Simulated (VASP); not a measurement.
# ZrC (Fm-3m) in VASP: single point with LDA

Aim: the single point of ZrC with LDA.

Program: VASP 6.6.1. These are calculated values, not measurements. Logs are shortened: lines on timing, memory, paths and dates and some standing lists are left out, and cuts for length are marked.

## (1) The cell of the first run

Symmetry: Fm-3m, No. 225, cubic system. Conventional cell: a = 4.641 Å, b = 4.641 Å, c = 4.641 Å, α = 90.00°, β = 90.00°, γ = 90.00°. Within 3.1 Å of Zr (site symmetry m-3m) lie 6 C at 2.32 Å. Within 3.1 Å of C (site symmetry m-3m) lie 6 Zr at 2.32 Å.

## (2) Single point, LDA, collinear spin, antiferromagnetic start

INCAR

```
PREC = Accurate
ENCUT = 520
EDIFF = 1E-6
ISMEAR = -1
SIGMA = 0.05
LREAL = False
LASPH = True
NELM = 150
ALGO = Normal
ISIF = 2
LWAVE = False
LCHARG = False
ISPIN = 2
MAGMOM = 2 -2
LORBIT = 11
LMAXMIX = 4
GGA = CA
NBANDS = 19
```

KPOINTS

```
regular mesh
0
Gamma
  15 15 15
```

POSCAR

```
ZrC
1.0
    0.0000000000      2.3207235877      2.3207235877
    2.3207235877      0.0000000000      2.3207235877
    2.3207235877      2.3207235877      0.0000000000
Zr C
1 1
Direct
    0.5000000000      0.5000000000      0.5000000000
    0.0000000000      0.0000000000      0.0000000000
```

Potentials or basis: VASP PAW LDA potentials, release 64 (Zr_sv, C).

Started as:

```
> cat potpaw_LDA.64/Zr_sv/POTCAR potpaw_LDA.64/C/POTCAR > POTCAR
> mpirun -np 1 vasp_std > vasp.out
```

OUTCAR:

```text
PREC = Accurate
   ENCUT = 520
   EDIFF = 1E-6
   ISMEAR = -1
   LREAL = False
   LASPH = True
   NELM = 150
   ISIF = 2
   ISPIN = 2
   LORBIT = 11
   GGA = CA

 ion  position               nearest neighbor table
   1  0.500  0.500  0.500-   2 2.32   2 2.32   2 2.32   2 2.32   2 2.32   2 2.32
   2  0.000  0.000  0.000-   1 2.32   1 2.32   1 2.32   1 2.32   1 2.32   1 2.32

  LATTYP: Found a face centered cubic cell.
 ALAT       =     4.6414471754

  Lattice vectors:

 A1 = (   0.0000000000,   2.3207235877,   2.3207235877)
 A2 = (   2.3207235877,   0.0000000000,   2.3207235877)
 A3 = (   2.3207235877,   2.3207235877,   0.0000000000)

Analysis of symmetry for initial positions (statically):
=====================================================================
 Subroutine PRICEL returns:
 Original cell was already a primitive cell.

 Routine SETGRP: Setting up the symmetry group for a
 face centered cubic supercell.

 Subroutine GETGRP returns: Found 48 space group operations
 (whereof 48 operations were pure point group operations)
 out of a pool of 48 trial point group operations.

The static configuration has the point symmetry O_h .

Analysis of symmetry for dynamics (positions and initial velocities):
=====================================================================
 Subroutine PRICEL returns:
 Original cell was already a primitive cell.

 Routine SETGRP: Setting up the symmetry group for a
 face centered cubic supercell.

 Subroutine GETGRP returns: Found 48 space group operations
 (whereof 48 operations were pure point group operations)
 out of a pool of 48 trial point group operations.

The dynamic configuration has the point symmetry O_h .

Analysis of structural, dynamic, and magnetic symmetry:
=====================================================================
 Subroutine PRICEL returns:
 Original cell was already a primitive cell.

 Routine SETGRP: Setting up the symmetry group for a
 face centered cubic supercell.

 Subroutine GETGRP returns: Found 48 space group operations
 (whereof 48 operations were pure point group operations)
 out of a pool of 48 trial point group operations.

The overall configuration has the point symmetry O_h .

 Subroutine INISYM returns: Found 48 space group operations
 (whereof 48 operations are pure point group operations),
 and found     1 'primitive' translations

----------------------------------------------------------------------------------------

                                     Primitive cell

  volume of cell :      24.9977

  direct lattice vectors                    reciprocal lattice vectors
     0.000000000  2.320723588  2.320723588    -0.215450044  0.215450044  0.215450044
     2.320723588  0.000000000  2.320723588     0.215450044 -0.215450044  0.215450044
     2.320723588  2.320723588  0.000000000     0.215450044  0.215450044 -0.215450044

  length of vectors
     3.281998772  3.281998772  3.281998772     0.373170423  0.373170423  0.373170423

  position of ions in fractional coordinates (direct lattice)
     0.500000000  0.500000000  0.500000000
     0.000000000  0.000000000  0.000000000

  ion indices of the primitive-cell ions
   primitive index   ion index
                 1           1
                 2           2

----------------------------------------------------------------------------------------

 KPOINTS: regular mesh

Automatic generation of k-mesh.
 Grid dimensions read from file:
 generate k-points for:   15   15   15

 Generating k-lattice:

  Cartesian coordinates                     Fractional coordinates (reciprocal lattice)
    -0.014363336  0.014363336  0.014363336     0.066666667  0.000000000  0.000000000
     0.014363336 -0.014363336  0.014363336     0.000000000  0.066666667  0.000000000
     0.014363336  0.014363336 -0.014363336     0.000000000  0.000000000  0.066666667

  Length of vectors
     0.024878028  0.024878028  0.024878028

  Shift w.r.t. Gamma in fractional coordinates (k-lattice)
     0.000000000  0.000000000  0.000000000

 Subroutine IBZKPT returns following result:
 ===========================================

 Found    120 irreducible k-points:

 Following reciprocal coordinates:
            Coordinates               Weight
  0.000000  0.000000  0.000000      1.000000
  0.066667  0.000000  0.000000      8.000000
  0.133333  0.000000  0.000000      8.000000
  0.200000  0.000000  0.000000      8.000000
  0.266667  0.000000  0.000000      8.000000
  0.333333  0.000000  0.000000      8.000000
[... 16 lines left out ...]
  0.133333  0.133333  0.000000      6.000000
  0.200000  0.133333  0.000000     24.000000
 [... further k-points ...]
   k-points           NKPTS =    120   k-points in BZ     NKDIM =    120   number of bands    NBANDS=     19
   number of dos      NEDOS =    301   number of ions     NIONS =      2
   total plane-waves  NPLWV =  13824
   dimension x,y,z NGX =    24 NGY =   24 NGZ =   24
   dimension x,y,z NGXF=    48 NGYF=   48 NGZF=   48
   ions per type =               1   1
   NGX,Y,Z   is equivalent  to a cutoff of  12.16, 12.16, 12.16 a.u.
   NGXF,Y,Z  is equivalent  to a cutoff of  24.31, 24.31, 24.31 a.u.
 SYSTEM =  unknown system
   PREC   = accura    normal or accurate (medium, high low for compatibility)
   ISTART =      0    job   : 0-new  1-cont  2-samecut
   ICHARG =      2    charge: 1-file 2-atom 10-const
   ISPIN  =      2    spin polarized calculation?
   LNONCOLLINEAR =      F non collinear calculations
   LSORBIT =      F    spin-orbit coupling
   LASPH  =      T    aspherical Exc in radial PAW
   ENCUT  =  520.0 eV  38.22 Ry    6.18 a.u.   6.10  6.10  6.10*2*pi/ulx,y,z
   NELM   =    150;   NELMIN=  2; NELMDL= -5     # of ELM steps
   EDIFF  = 0.1E-05   stopping-criterion for ELM
   LREAL  =      F    real-space projection
[... 7 lines left out ...]
   TEBEG  =    0.0;   TEEND  =   0.0 temperature during run
   PSTRESS=    0.0 pullay stress
   NELECT =      16.0000    total number of electrons
   NUPDOWN=      -1.0000    fix difference up-down
   EMIN   =  10.00;   EMAX   =-10.00  energy-range for DOS
   EFERMI =   0.00;   METHOD = LEGACY
   ISMEAR =    -1;   SIGMA  =   0.05  broadening in eV -4-tet -1-fermi 0-gaus
   EFERMI_NEDOS =   21; number of points for ismear=-14 and -15
   IALGO  =     38    algorithm
   IMIX   =      4    mixing-type and parameters
     AMIX     =   0.40;   BMIX     =  1.00
     AMIX_MAG =   1.60;   BMIX_MAG =  1.00
  volume/ion in A,a.u.               =      12.50        84.35
  Fermi-wavevector in a.u.,A,eV,Ry     =   1.410852  2.666123 27.082436  1.990503
  Thomas-Fermi vector in A             =   2.532763
   LORBIT       =     11    0 simple, 1 ext, 2 COOP (PROOUT), +10 PAW based schemes
   GGA     = CA    functional components
   LHFCALC =     F    Hartree Fock is set to
   AEXX    =    0.0000 exact exchange contribution
   IVDW    =     0    specifies the selected vdW correction
   LEPSILON=     F    determine dielectric tensor
   LRPA    =     F    only Hartree local field effects (RPA)
 spin polarized calculation
  energy-cutoff  :      520.00
  volume of cell :       25.00
 maximum number of plane-waves:       685
   NGX = 13   NGY = 13   NGZ = 13

 number of electron      16.0000000 magnetization       0.0000882

 number of electron      16.0000000 magnetization      -0.0000485

 Free energy of the ion-electron system (eV)
  ---------------------------------------------------
  ext. energy  EPLUGINS =         0.00000000
  ---------------------------------------------------
  free energy    TOTEN  =       -21.27911158 eV

  energy without entropy =      -21.27673481  energy(sigma->0) =      -21.27792320

 E-fermi :   9.8870     XC(G=0): -12.5437

 val. band max:        9.8561266982   @ k =   0.3333   0.2667   0.0000
 cond. band min:       9.9126235296   @ k =   0.4000   0.3333   0.0000
 fundamental gap:      0.0564968314
 Fermi energy:         9.8870488826

 spin component 1

 k-point     1 :       0.0000    0.0000    0.0000
  band No.  band energies     occupation
      1     -37.7694      1.00000
      2     -15.6007      1.00000
      3     -15.6007      1.00000
      4     -15.6007      1.00000
      5      -1.3882      1.00000
      6      10.8440      0.00000
[... 11 lines left out ...]
     18      33.1500      0.00000
     19      35.8693      0.00000

 k-point     2 :       0.0667    0.0000    0.0000
  band No.  band energies     occupation
      1     -37.7641      1.00000
      2     -15.6479      1.00000
      3     -15.6047      1.00000
      4     -15.6047      1.00000
      5      -1.2787      1.00000
      6       9.9979      0.09815
[... 11 lines left out ...]
     18      32.5716      0.00000
     19      35.9591      0.00000

 k-point     3 :       0.1333    0.0000    0.0000
  band No.  band energies     occupation
      1     -37.7490      1.00000
      2     -15.7787      1.00000
      3     -15.6160      1.00000
      4     -15.6160      1.00000
      5      -0.9634      1.00000
      6       8.9634      1.00000
[... 11 lines left out ...]
     18      31.1252      0.00000
     19      36.0297      0.00000

 k-point     4 :       0.2000    0.0000    0.0000
  band No.  band energies     occupation
      1     -37.7268      1.00000
      2     -15.9657      1.00000
      3     -15.6325      1.00000
      4     -15.6325      1.00000
      5      -0.4790      1.00000
      6       7.8876      1.00000
[... 407 lines left out ...]
     18      32.6198      0.00000
     19      34.6551      0.00000

 k-point    23 :       0.1333    0.1333    0.0000
  band No.  band energies     occupation
      1     -37.7423      1.00000
      2     -15.7656      1.00000
      3     -15.6563      1.00000
      4     -15.6563      1.00000
      5      -0.8579      1.00000
      6       8.1681      1.00000
[... 11 lines left out ...]
     18      32.1181      0.00000
     19      33.4182      0.00000

 k-point    24 :       0.2000    0.1333    0.0000
  band No.  band energies     occupation
      1     -37.7257      1.00000
      2     -15.8859      1.00000
      3     -15.6831      1.00000
      4     -15.6723      1.00000
      5      -0.5468      1.00000
      6       7.4749      1.00000
[... 11 lines left out ...]
     18      31.1206      0.00000
     19      33.1465      0.00000

 [... further k-points ...]

 spin component 2

 k-point     1 :       0.0000    0.0000    0.0000
  band No.  band energies     occupation
      1     -37.7693      1.00000
      2     -15.6008      1.00000
      3     -15.6008      1.00000
      4     -15.6008      1.00000
      5      -1.3882      1.00000
      6      10.8440      0.00000
[... 11 lines left out ...]
     18      33.1499      0.00000
     19      35.8693      0.00000

 k-point     2 :       0.0667    0.0000    0.0000
  band No.  band energies     occupation
      1     -37.7640      1.00000
      2     -15.6479      1.00000
      3     -15.6048      1.00000
      4     -15.6048      1.00000
      5      -1.2786      1.00000
      6       9.9979      0.09816
[... 11 lines left out ...]
     18      32.5716      0.00000
     19      35.9591      0.00000

 k-point     3 :       0.1333    0.0000    0.0000
  band No.  band energies     occupation
      1     -37.7490      1.00000
      2     -15.7787      1.00000
      3     -15.6160      1.00000
      4     -15.6160      1.00000
      5      -0.9633      1.00000
      6       8.9634      1.00000
[... 11 lines left out ...]
     18      31.1251      0.00000
     19      36.0297      0.00000

 k-point     4 :       0.2000    0.0000    0.0000
  band No.  band energies     occupation
      1     -37.7267      1.00000
      2     -15.9657      1.00000
      3     -15.6325      1.00000
      4     -15.6325      1.00000
      5      -0.4790      1.00000
      6       7.8876      1.00000
[... 407 lines left out ...]
     18      32.6197      0.00000
     19      34.6551      0.00000

 k-point    23 :       0.1333    0.1333    0.0000
  band No.  band energies     occupation
      1     -37.7422      1.00000
      2     -15.7656      1.00000
      3     -15.6563      1.00000
      4     -15.6563      1.00000
      5      -0.8579      1.00000
      6       8.1681      1.00000
[... 11 lines left out ...]
     18      32.1182      0.00000
     19      33.4181      0.00000

 k-point    24 :       0.2000    0.1333    0.0000
  band No.  band energies     occupation
      1     -37.7256      1.00000
      2     -15.8859      1.00000
      3     -15.6831      1.00000
      4     -15.6724      1.00000
      5      -0.5468      1.00000
      6       7.4749      1.00000
[... 11 lines left out ...]
     18      31.1206      0.00000
     19      33.1465      0.00000

 [... further k-points ...]
[... 5 lines left out ...]
  --------------------------------------------------------------------------------------
  -------------------------------------------------------------------------------------
  Total        0.1001984      0.1001984      0.1001984      0.0000000     -0.0000000      0.0000000
  in kB        6.4220114      6.4220114      6.4220114      0.0000000     -0.0000000      0.0000000
  external PRESSURE =       6.4220114 kB  Pullay stress =       0.0000000 kB

 VOLUME and BASIS-vectors are now :
 -----------------------------------------------------------------------------
  energy-cutoff  :      520.00
  volume of cell :       25.00
      direct lattice vectors                 reciprocal lattice vectors
     0.000000000  2.320723588  2.320723588    -0.215450044  0.215450044  0.215450044
     2.320723588  0.000000000  2.320723588     0.215450044 -0.215450044  0.215450044
     2.320723588  2.320723588  0.000000000     0.215450044  0.215450044 -0.215450044

 POSITION                                       TOTAL-FORCE (eV/Angst)
 -----------------------------------------------------------------------------------
      2.32072      2.32072      2.32072         0.000000     -0.000000     -0.000000
      0.00000      0.00000      0.00000        -0.000000      0.000000      0.000000
 -----------------------------------------------------------------------------------
    total drift:                                0.000000     -0.000000      0.000000

  FREE ENERGIE OF THE ION-ELECTRON SYSTEM (eV)
  ---------------------------------------------------
  free  energy   TOTEN  =       -21.2791115796 eV

  energy  without entropy=      -21.2767348125  energy(sigma->0) =      -21.27792320

 total charge

# of ion       s       p       d       tot
------------------------------------------
    1        2.185   6.053   1.704   9.943
    2        0.882   1.494   0.000   2.375
--------------------------------------------------
tot          3.067   7.547   1.704  12.318

 magnetization (x)

# of ion       s       p       d       tot
------------------------------------------
    1        0.000  -0.000   0.000   0.000
    2        0.000  -0.000   0.000   0.000
--------------------------------------------------
tot          0.000  -0.000   0.000   0.000
```

Run time: 31 s. Hardware: 1 thread of Intel Xeon 6975P-C (Granite Rapids), shared host; peak memory 0.19 GiB.

What came out:

| Quantity | Value |
| --- | --- |
| Free energy | -21.2791 eV |
| Pressure | 0.6 GPa |
| Band gap on the k mesh | zero (filled and empty bands overlap) |
| Net moment | 0.00 μB per cell |
| Valence electrons inside the program's atomic spheres | Zr 9.94; C 2.38 |

Levels at points of the mesh, in eV from the Fermi level:
Spin up:
```
           k point  band 4  band 5  band 6  band 7  band 8  band 9  band 10  band 11  band 12  band 13
(0.00, 0.00, 0.00)  -25.49  -11.28    0.96    0.96    0.96    1.05     1.05     1.05     2.91     2.91
```
Spin down:
```tsv
k point	band 4	band 5	band 6	band 7	band 8	band 9	band 10	band 11	band 12	band 13
(0.00, 0.00, 0.00)	-25.49	-11.28	0.96	0.96	0.96	1.05	1.05	1.05	2.91	2.91
```
